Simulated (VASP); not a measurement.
# Ca (Im-3m) in VASP: notebook

The runs below take Ca through single point, relaxation of cell and atoms, with PBE.

Program: VASP 6.6.1. These are calculated values, not measurements. Logs are shortened: lines on timing, memory, paths and dates and some standing lists are left out, and cuts for length are marked.

## (1) The cell of the first run

The structure is cubic, space group Im-3m (No. 229). Conventional cell: a = 3.492 Å, b = 3.492 Å, c = 3.492 Å, α = 90.00°, β = 90.00°, γ = 90.00°. Ca (site symmetry m-3m) has 14 Ca at 3.02 to 3.49 Å within 4.0 Å.

## (2) Single point, PBE

INCAR reads:

```
  ALGO = Normal
  EDIFF = 1E-7
  ENCUT = 520
  GGA = PE
  ISIF = 2
  ISMEAR = -1
  LASPH = True
  LCHARG = True
  LELF = True
  LREAL = False
  LVHAR = True
  LWAVE = False
  NBANDS = 11
  NELM = 80
  PREC = Accurate
  SIGMA = 0.05
```

KPOINTS reads:

```
k-points
0
Gamma
  15 15 15
```

POSCAR reads:

```
Ca
1.0
   -1.7460500663      1.7460500663      1.7460500663
    1.7460500663     -1.7460500663      1.7460500663
    1.7460500663      1.7460500663     -1.7460500663
Ca
1
Direct
    0.0000000000      0.0000000000      0.0000000000
```

Potentials or basis: VASP PAW PBE potentials, release 64 (Ca_sv).

The run is started by

```sh
> cat potpaw_PBE.64/Ca_sv/POTCAR > POTCAR
> mpirun -np 1 vasp_std > vasp.out
```

OUTCAR:

```text
EDIFF = 1E-7
   ENCUT = 520
   GGA = PE
   ISIF = 2
   ISMEAR = -1
   LASPH = True
   LREAL = False
   NELM = 80
   PREC = Accurate

 ion  position               nearest neighbor table
   1  0.000  0.000  0.000-

  LATTYP: Found a body centered cubic cell.
 ALAT       =     3.4921001326

  Lattice vectors:

 A1 = (  -1.7460500663,   1.7460500663,   1.7460500663)
 A2 = (   1.7460500663,  -1.7460500663,   1.7460500663)
 A3 = (   1.7460500663,   1.7460500663,  -1.7460500663)

Analysis of symmetry for initial positions (statically):
=====================================================================
 Subroutine PRICEL returns:
 Original cell was already a primitive cell.

 Routine SETGRP: Setting up the symmetry group for a
 body centered cubic supercell.

 Subroutine GETGRP returns: Found 48 space group operations
 (whereof 48 operations were pure point group operations)
 out of a pool of 48 trial point group operations.

The static configuration has the point symmetry O_h .

Analysis of symmetry for dynamics (positions and initial velocities):
=====================================================================
 Subroutine PRICEL returns:
 Original cell was already a primitive cell.

 Routine SETGRP: Setting up the symmetry group for a
 body centered cubic supercell.

 Subroutine GETGRP returns: Found 48 space group operations
 (whereof 48 operations were pure point group operations)
 out of a pool of 48 trial point group operations.

The dynamic configuration has the point symmetry O_h .

 Subroutine INISYM returns: Found 48 space group operations
 (whereof 48 operations are pure point group operations),
 and found     1 'primitive' translations

----------------------------------------------------------------------------------------

                                     Primitive cell

  volume of cell :      21.2927

  direct lattice vectors                    reciprocal lattice vectors
    -1.746050066  1.746050066  1.746050066     0.000000000  0.286360632  0.286360632
     1.746050066 -1.746050066  1.746050066     0.286360632  0.000000000  0.286360632
     1.746050066  1.746050066 -1.746050066     0.286360632  0.286360632  0.000000000

  length of vectors
     3.024247427  3.024247427  3.024247427     0.404975089  0.404975089  0.404975089

  position of ions in fractional coordinates (direct lattice)
     0.000000000  0.000000000  0.000000000

  ion indices of the primitive-cell ions
   primitive index   ion index
                 1           1

----------------------------------------------------------------------------------------

 KPOINTS: k-points

Automatic generation of k-mesh.
 Grid dimensions read from file:
 generate k-points for:   15   15   15

 Generating k-lattice:

  Cartesian coordinates                     Fractional coordinates (reciprocal lattice)
     0.000000000  0.019090709  0.019090709     0.066666667  0.000000000  0.000000000
     0.019090709  0.000000000  0.019090709     0.000000000  0.066666667  0.000000000
     0.019090709  0.019090709  0.000000000     0.000000000  0.000000000  0.066666667

  Length of vectors
     0.026998339  0.026998339  0.026998339

  Shift w.r.t. Gamma in fractional coordinates (k-lattice)
     0.000000000  0.000000000  0.000000000

 Subroutine IBZKPT returns following result:
 ===========================================

 Found    120 irreducible k-points:

 Following reciprocal coordinates:
            Coordinates               Weight
  0.000000  0.000000  0.000000      1.000000
  0.066667  0.000000  0.000000     12.000000
  0.133333  0.000000  0.000000     12.000000
  0.200000  0.000000  0.000000     12.000000
  0.266667  0.000000  0.000000     12.000000
  0.333333  0.000000  0.000000     12.000000
[... 16 lines left out ...]
  0.333333  0.200000 -0.000000     48.000000
  0.400000  0.200000  0.000000     24.000000
 [... further k-points ...]
   k-points           NKPTS =    120   k-points in BZ     NKDIM =    120   number of bands    NBANDS=     11
   number of dos      NEDOS =    301   number of ions     NIONS =      1
   total plane-waves  NPLWV =  13824
   dimension x,y,z NGX =    24 NGY =   24 NGZ =   24
   dimension x,y,z NGXF=    48 NGYF=   48 NGZF=   48
   ions per type =               1
   NGX,Y,Z   is equivalent  to a cutoff of  13.19, 13.19, 13.19 a.u.
   NGXF,Y,Z  is equivalent  to a cutoff of  26.39, 26.39, 26.39 a.u.
 SYSTEM =  unknown system
   PREC   = accura    normal or accurate (medium, high low for compatibility)
   ISTART =      0    job   : 0-new  1-cont  2-samecut
   ICHARG =      2    charge: 1-file 2-atom 10-const
   ISPIN  =      1    spin polarized calculation?
   LNONCOLLINEAR =      F non collinear calculations
   LSORBIT =      F    spin-orbit coupling
   LASPH  =      T    aspherical Exc in radial PAW
   ENCUT  =  520.0 eV  38.22 Ry    6.18 a.u.   5.62  5.62  5.62*2*pi/ulx,y,z
   NELM   =     80;   NELMIN=  2; NELMDL= -5     # of ELM steps
   EDIFF  = 0.1E-06   stopping-criterion for ELM
   LREAL  =      F    real-space projection
   EDIFFG = 0.1E-05   stopping-criterion for IOM
   NSW    =      0    number of steps for IOM
   IBRION =     -1    ionic relax: 0-MD 1-quasi-New 2-CG
   NFREE  =      0    steps in history (QN), initial steepest desc. (CG)
   ISIF   =      2    stress and relaxation
   ISYM   =      2    0-nonsym 1-usesym 2-fastsym
   POTIM  = 0.5000    time-step for ionic-motion
   TEBEG  =    0.0;   TEEND  =   0.0 temperature during run
   PSTRESS=    0.0 pullay stress
   NELECT =      10.0000    total number of electrons
   NUPDOWN=      -1.0000    fix difference up-down
   EMIN   =  10.00;   EMAX   =-10.00  energy-range for DOS
   EFERMI =   0.00;   METHOD = LEGACY
   ISMEAR =    -1;   SIGMA  =   0.05  broadening in eV -4-tet -1-fermi 0-gaus
   EFERMI_NEDOS =   21; number of points for ismear=-14 and -15
   IALGO  =     38    algorithm
   IMIX   =      4    mixing-type and parameters
     AMIX     =   0.40;   BMIX     =  1.00
     AMIX_MAG =   1.60;   BMIX_MAG =  1.00
  volume/ion in A,a.u.               =      21.29       143.69
  Fermi-wavevector in a.u.,A,eV,Ry     =   1.272521  2.404715 22.032031  1.619309
  Thomas-Fermi vector in A             =   2.405394
   LORBIT       =      0    0 simple, 1 ext, 2 COOP (PROOUT), +10 PAW based schemes
   GGA     = PE    functional components
   LHFCALC =     F    Hartree Fock is set to
   AEXX    =    0.0000 exact exchange contribution
   IVDW    =     0    specifies the selected vdW correction
   LEPSILON=     F    determine dielectric tensor
   LRPA    =     F    only Hartree local field effects (RPA)
 non-spin polarized calculation
  energy-cutoff  :      520.00
  volume of cell :       21.29
 maximum number of plane-waves:       603
   NGX = 11   NGY = 11   NGZ = 11

 number of electron      10.0000000 magnetization

 number of electron       9.9999998 magnetization

 Free energy of the ion-electron system (eV)
  ---------------------------------------------------
  ext. energy  EPLUGINS =         0.00000000
  ---------------------------------------------------
  free energy    TOTEN  =        -0.60968617 eV

  energy without entropy =       -0.60406626  energy(sigma->0) =       -0.60687622

 E-fermi :   5.3826     XC(G=0): -10.2073

 val. band max:        5.3625070639   @ k =  -0.4667   0.4667   0.2667
 cond. band min:       5.3920744614   @ k =  -0.3333   0.4000   0.2667
 fundamental gap:      0.0295673975
 Fermi energy:         5.3826082459

 k-point     1 :       0.0000    0.0000    0.0000
  band No.  band energies     occupation
      1     -35.3307      2.00000
      2     -15.7263      2.00000
      3     -15.7263      2.00000
      4     -15.7263      2.00000
      5       0.7212      2.00000
      6       8.6728      0.00000
      7       8.6728      0.00000
      8       8.6728      0.00000
      9      10.6951      0.00000
     10      10.6951      0.00000
     11      19.8964      0.00000

 k-point     2 :       0.0667    0.0000    0.0000
  band No.  band energies     occupation
      1     -35.3197      2.00000
      2     -15.7865      2.00000
      3     -15.7427      2.00000
      4     -15.7271      2.00000
      5       0.8781      2.00000
      6       8.5626      0.00000
      7       8.6194      0.00000
      8       8.8086      0.00000
      9      10.5425      0.00000
     10      10.6948      0.00000
     11      19.9889      0.00000

 k-point     3 :       0.1333    0.0000    0.0000
  band No.  band energies     occupation
      1     -35.2885      2.00000
      2     -15.9536      2.00000
      3     -15.7888      2.00000
      4     -15.7296      2.00000
      5       1.3255      2.00000
      6       8.2699      0.00000
      7       8.3782      0.00000
      8       9.2072      0.00000
      9      10.2999      0.00000
     10      10.7064      0.00000
     11      20.1189      0.00000

 k-point     4 :       0.2000    0.0000    0.0000
  band No.  band energies     occupation
      1     -35.2422      2.00000
      2     -16.1917      2.00000
      3     -15.8559      2.00000
      4     -15.7333      2.00000
      5       1.9945      2.00000
      6       7.8804      0.00000
      7       7.8915      0.00000
      8       9.8418      0.00000
      9      10.2728      0.00000
     10      10.7578      0.00000
     11      19.8715      0.00000

 k-point     5 :       0.2667    0.0000    0.0000
  band No.  band energies     occupation
      1     -35.1884      2.00000
      2     -16.4546      2.00000
      3     -15.9319      2.00000
      4     -15.7376      2.00000
      5       2.7649      2.00000
      6       7.3682      0.00000
      7       7.4805      0.00000
      8      10.4419      0.00000
      9      10.6633      0.00000
     10      10.8721      0.00000
     11      19.0910      0.00000
[... 211 lines left out ...]
 k-point    21 :       0.2000    0.2000    0.0000
  band No.  band energies     occupation
      1     -35.1239      2.00000
      2     -16.6458      2.00000
      3     -16.0589      2.00000
      4     -15.8267      2.00000
      5       3.8616      2.00000
      6       6.6249      0.00000
      7       7.1978      0.00000
      8      10.2094      0.00000
      9      11.3787      0.00000
     10      11.9746      0.00000
     11      18.1823      0.00000

 k-point    22 :       0.2667    0.2000   -0.0000
  band No.  band energies     occupation
      1     -35.0853      2.00000
      2     -16.7520      2.00000
      3     -16.1720      2.00000
      4     -15.8438      2.00000
      5       4.5016      2.00000
      6       6.3563      0.00000
      7       7.0207      0.00000
      8      10.4283      0.00000
      9      11.4316      0.00000
     10      12.9004      0.00000
     11      17.2586      0.00000

 k-point    23 :       0.3333    0.2000   -0.0000
  band No.  band energies     occupation
      1     -35.0589      2.00000
      2     -16.8145      2.00000
      3     -16.2596      2.00000
      4     -15.8526      2.00000
      5       4.8368      1.99996
      6       6.4057      0.00000
      7       6.8588      0.00000
      8      10.6288      0.00000
      9      11.4682      0.00000
     10      13.7083      0.00000
     11      16.4102      0.00000

 k-point    24 :       0.4000    0.2000    0.0000
  band No.  band energies     occupation
      1     -35.0495      2.00000
      2     -16.8346      2.00000
      3     -16.2926      2.00000
      4     -15.8555      2.00000
      5       4.9048      1.99986
      6       6.5859      0.00000
      7       6.7116      0.00000
      8      10.6879      0.00000
      9      11.5170      0.00000
     10      14.0724      0.00000
     11      16.0321      0.00000

 [... further k-points ...]

------------------------ aborting loop because EDIFF is reached ----------------------------------------

  FORCE on cell =-STRESS in cart. coord.  units (eV):
  Direction    XX          YY          ZZ          XY          YZ          ZX
  --------------------------------------------------------------------------------------
  -------------------------------------------------------------------------------------
  Total        4.2639834      4.2639834      4.2639834     -0.0000000     -0.0000000      0.0000000
  in kB      320.8455463    320.8455463    320.8455463     -0.0000000     -0.0000000      0.0000000
  external PRESSURE =     320.8455463 kB  Pullay stress =       0.0000000 kB

 VOLUME and BASIS-vectors are now :
 -----------------------------------------------------------------------------
  energy-cutoff  :      520.00
  volume of cell :       21.29
      direct lattice vectors                 reciprocal lattice vectors
    -1.746050066  1.746050066  1.746050066     0.000000000  0.286360632  0.286360632
     1.746050066 -1.746050066  1.746050066     0.286360632  0.000000000  0.286360632
     1.746050066  1.746050066 -1.746050066     0.286360632  0.286360632  0.000000000

 POSITION                                       TOTAL-FORCE (eV/Angst)
 -----------------------------------------------------------------------------------
      0.00000      0.00000      0.00000         0.000000     -0.000000      0.000000
 -----------------------------------------------------------------------------------
    total drift:                               -0.000000      0.000000      0.000000

  FREE ENERGIE OF THE ION-ELECTRON SYSTEM (eV)
  ---------------------------------------------------
  free  energy   TOTEN  =        -0.6096861696 eV

  energy  without entropy=       -0.6040662620  energy(sigma->0) =       -0.60687622
```

Wall time 17 s (1 thread of Intel Xeon 6975P-C, shared host); peak memory 0.16 GiB.

What came out:

```yaml
Free_energy: -0.6097 eV
Pressure: 32.1 GPa
Band_gap_on_the_k_mesh: zero (band 5 reaches 6.13 eV, above the bottom of band 6 at 4.28 eV)
```

## (3) Single point, PBE

INCAR reads:

```
SYSTEM = Ca
  ALGO = Normal
  EDIFF = 1E-6
  ENCUT = 520
  GGA = PE
  ISIF = 2
  ISMEAR = -1
  LASPH = .True.
  LCHARG = .False.
  LREAL = .False.
  LWAVE = .False.
  NBANDS = 11
  NELM = 80
  PREC = Accurate
  SIGMA = 0.05
```

KPOINTS reads:

```
k-points
0
Gamma
  15 15 15
  0 0 0
```

POSCAR is that of step 2.

Potentials or basis: VASP PAW PBE potentials, release 64 (Ca_sv).

The run is started by

```sh
> cat potpaw_PBE.64/Ca_sv/POTCAR > POTCAR
> mpirun -np 1 vasp_std > vasp.out
```

Run time: 17 s. Hardware: 1 thread of Intel Xeon 6975P-C, shared host; peak memory 0.16 GiB.

It converged, with:

| Quantity | Value |
| --- | --- |
| Free energy | -0.6097 eV |
| Pressure | 32.1 GPa |
| Band gap on the k mesh | zero (band 5 reaches 6.13 eV, above the bottom of band 6 at 4.28 eV) |

Levels at points of the mesh, in eV from the Fermi level:
```
           k point  band 1  band 2  band 3  band 4  band 5  band 6  band 7  band 8  band 9  band 10
(0.00, 0.00, 0.00)  -40.71  -21.11  -21.11  -21.11   -4.66    3.29    3.29    3.29    5.31     5.31
```

[end of part 1 of 2]
